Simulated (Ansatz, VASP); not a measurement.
# One calculation of SiC, two programs

Contents of INCAR:

```
SYSTEM = SiC
PREC = Accurate ; ENCUT = 520
EDIFF = 1E-6 ; ISMEAR = 0
SIGMA = 0.05 ; LREAL = .FALSE.
LASPH = .TRUE. ; NELM = 60
ALGO = Normal ; ISIF = 2
LWAVE = .FALSE. ; LCHARG = .FALSE.
GGA = CA ; IBRION = 2
NSW = 50 ; EDIFFG = -0.01
```

The input KPOINTS:

```
Automatic mesh
0
G
  12 12 6
  0 0 0
```

The input POSCAR:

```
SiC
1.0
    3.1389399476      0.0000000000      0.0000000000
   -1.5694699738      2.7184017355      0.0000000000
    0.0000000000      0.0000000000      4.7551801266
Si C
2 2
Direct
    0.3333333333      0.6666666667      0.0046041256
    0.6666666667      0.3333333333      0.5046041256
    0.3333333333      0.6666666667      0.3803958744
    0.6666666667      0.3333333333      0.8803958744
```

Input for Ansatz:

```yaml
crystal:
  lattice:
    - [3.1389399476, 0.0, 0.0]
    - [-1.5694699738, 2.7184017355, 0.0]
    - [0.0, 0.0, 4.7551801266]
  atoms:
    - { symbol: Si, position: [0.3333333333, 0.6666666667, 0.0046041256] }
    - { symbol: Si, position: [0.6666666667, 0.3333333333, 0.5046041256] }
    - { symbol: C, position: [0.3333333333, 0.6666666667, 0.3803958744] }
    - { symbol: C, position: [0.6666666667, 0.3333333333, 0.8803958744] }
basis:
  ecutwfc: 520.0
kpoints:
  mp_grid: { grid: [12, 12, 6] }
hamiltonian:
  xc: lda
  pseudopotentials: { kind: paw, azcp: { folder: soft_1 } }
scf:
  occupations: { method: gaussian, width: 0.05 }
output:
  forces: true
  stress: true
  eigenvalues: true
relax:
  adjacent_minimum: "off"
  f_tol: 0.01
  max_steps: 30
```

Alike in both runs: task relaxation of the atoms; functional LDA; k mesh 12 × 12 × 6; occupations gaussian, width 0.05 eV; no spin polarisation.

```csv
,VASP,Ansatz
version,VASP 6.6.1,Ansatz 0.2.0
potentials or method,"VASP PAW LDA potentials, release 64 (Si, C), cutoff 520 eV","scalar-relativistic, plane waves, PAW"
valence electrons in the cell,16,16
```

|  | VASP | Ansatz | Ansatz less VASP |
| --- | --- | --- | --- |
| gap on the k mesh at the Fermi level, each at its own relaxed structure (eV) | 1.61 | 1.62 | +0.018 |

Ansatz warns that its potentials were made for another functional, while VASP's fit it. LDA's correlation is that of Perdew and Zunger in VASP and of Perdew and Wang (1992) in Ansatz. Ansatz's warnings: stress scf threshold loose.
